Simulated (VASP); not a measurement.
Set up this calculation in VASP 6.6.1, as the native input.

```
Task                   : single point
Functional             : r2SCAN
Potentials or basis    : VASP PAW PBE potentials, release 64 (Hf_pv, N)
Cutoff                 : 520 eV
k mesh                 : 16 × 16 × 16
Occupations            : gaussian, width 0.15 eV
Spin                   : no spin polarisation
Dipole correction      : no
Further INCAR settings : ALGO = Normal; EDIFF = 1e-06; NBANDS = 14
```

Crystal: HfN.

```
Hf N
1.0
     0.00000    2.25844    2.35663
     2.25844    0.00000    2.35663
     2.25844    2.25844    0.00000
Hf N
1 1
Direct
  0.00000 0.00000 0.00000
  0.75000 0.75000 0.75000
```

This cell differs from its parent crystal: strain -0.080 along x and y, -0.040 along z.

The input as run:

POSCAR

```
HfN
1.0
    0.0000000000      2.2584362400      2.3566291200
    2.2584362400      0.0000000000      2.3566291200
    2.2584362400      2.2584362400      0.0000000000
Hf N
1 1
Direct
    0.0000000000      0.0000000000      0.0000000000
    0.7500000000      0.7500000000      0.7500000000
```

INCAR.step1

```
  ALGO = Normal
  EDIFF = 1E-4
  ENCUT = 520
  GGA = PE
  ISMEAR = 0
  LASPH = True
  LCHARG = False
  LREAL = False
  LWAVE = True
  NBANDS = 14
  NELM = 100
  PREC = Accurate
  SIGMA = 0.15
```

INCAR.step2

```
  ALGO = Normal
  EDIFF = 1E-6
  ENCUT = 520
  ISIF = 2
  ISMEAR = 0
  ISTART = 1
  LASPH = True
  LCHARG = False
  LMIXTAU = True
  LREAL = False
  LWAVE = False
  METAGGA = R2SCAN
  NBANDS = 14
  NELM = 100
  PREC = Accurate
  SIGMA = 0.15
```

KPOINTS

```
k-points
0
Gamma
  16 16 16
```

Potentials or basis: VASP PAW PBE potentials, release 64 (Hf_pv, N).

Launch:

```console
$ cat potpaw_PBE.64/Hf_pv/POTCAR potpaw_PBE.64/N/POTCAR > POTCAR
$ cp INCAR.step1 INCAR
$ mpirun -np 1 vasp_std > vasp.out
$ cp INCAR.step2 INCAR
$ mpirun -np 1 vasp_std > vasp.out
```

Results of the run:

* Pressure: 58.4 GPa
* Band gap on the k mesh: zero (an odd number of electrons rules out a gap without spin polarisation)

Caveat: the cell differs from its parent crystal (strain -0.080 along x and y, -0.040 along z); the stress differs along the axes, from 54 to 61 GPa; the PAW data sets were made with another functional, which shifts forces and pressure a little; spin-orbit coupling is left out, which moves the levels of the heavy elements.

Wall time 3.1 min on 1 thread of Intel(R) Xeon(R) Platinum 8488C (Sapphire Rapids) (shared host), peak memory 0.24 GiB.
